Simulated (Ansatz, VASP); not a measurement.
Al3B2Sb in VASP and in Ansatz

INCAR

```
SYSTEM = Al3B2Sb
PREC = Accurate
ENCUT = 600
EDIFF = 1E-7
ISMEAR = 0
SIGMA = 0.1
LREAL = .FALSE.
LASPH = .TRUE.
NELM = 60
ALGO = Normal
ISIF = 3
LWAVE = .FALSE.
LCHARG = .FALSE.
GGA = PE
IBRION = 2
NSW = 100
EDIFFG = -0.01
```

Contents of KPOINTS:

```
Automatic mesh
0
G
  12 12 6
  0 0 0
```

Contents of POSCAR:

```
Al3B2Sb
1.0
    4.9860939939      0.0000000000      0.0000000000
   -2.4930469970      4.3180840644      0.0000000000
    0.0000000000      0.0000000000      6.0909173144
Al B Sb
3 2 1
Direct
    0.5000000000      0.0000000000      0.0000000000
    0.0000000000      0.5000000000      0.0000000000
    0.5000000000      0.5000000000      0.0000000000
    0.0000000000      0.0000000000      0.8663889517
    0.0000000000      0.0000000000      0.1336110483
    0.0000000000      0.0000000000      0.5000000000
```

Input for Ansatz:

```yaml
crystal:
  lattice:
    - [4.9860939939, 0.0, 0.0]
    - [-2.493046997, 4.3180840644, 0.0]
    - [0.0, 0.0, 6.0909173144]
  atoms:
    - { symbol: Al, position: [0.5, 0.0, 0.0] }
    - { symbol: Al, position: [0.0, 0.5, 0.0] }
    - { symbol: Al, position: [0.5, 0.5, 0.0] }
    - { symbol: B, position: [0.0, 0.0, 0.8663889517] }
    - { symbol: B, position: [0.0, 0.0, 0.1336110483] }
    - { symbol: Sb, position: [0.0, 0.0, 0.5] }
basis:
  ecutwfc: 420
kpoints:
  mp_grid: { grid: [12, 12, 6] }
hamiltonian:
  xc: pbe
scf:
  occupations: { method: gaussian, width: 0.1 }
output:
  forces: true
  stress: true
  eigenvalues: true
relax:
  adjacent_minimum: "off"
  f_tol: 0.01
  max_steps: 80
  cell: { stress_tol: 0.05 }
```

Alike in both runs: task relaxation of cell and atoms; functional PBE; k mesh 12 × 12 × 6; occupations gaussian, width 0.1 eV; no spin polarisation.

```csv
,VASP,Ansatz
version,VASP 6.6.1,Ansatz 0.2.0
potentials or method,"VASP PAW PBE potentials, release 64 (Al, B, Sb), cutoff 600 eV","scalar-relativistic, plane waves, PAW"
valence electrons in the cell,20,30
```

Ansatz gave:

* gap on the k mesh at the Fermi level, each at its own relaxed structure (eV): none
* relaxed volume (Å³/atom): 21.59
* relaxed cell length with the largest relative difference (Å): 6.101

Problem. Estimate VASP's values.

Solution. gap on the k mesh at the Fermi level, each at its own relaxed structure (eV): none; relaxed volume (Å³/atom): 21.60; relaxed cell length with the largest relative difference (Å): 6.111.

A gap of «none» marks a metal or a gap that the smearing closes. VASP's potentials hold 20 valence electrons a cell and Ansatz's 30, so a difference there can come from the potentials and not from the codes.

Spin-orbit coupling is off throughout.
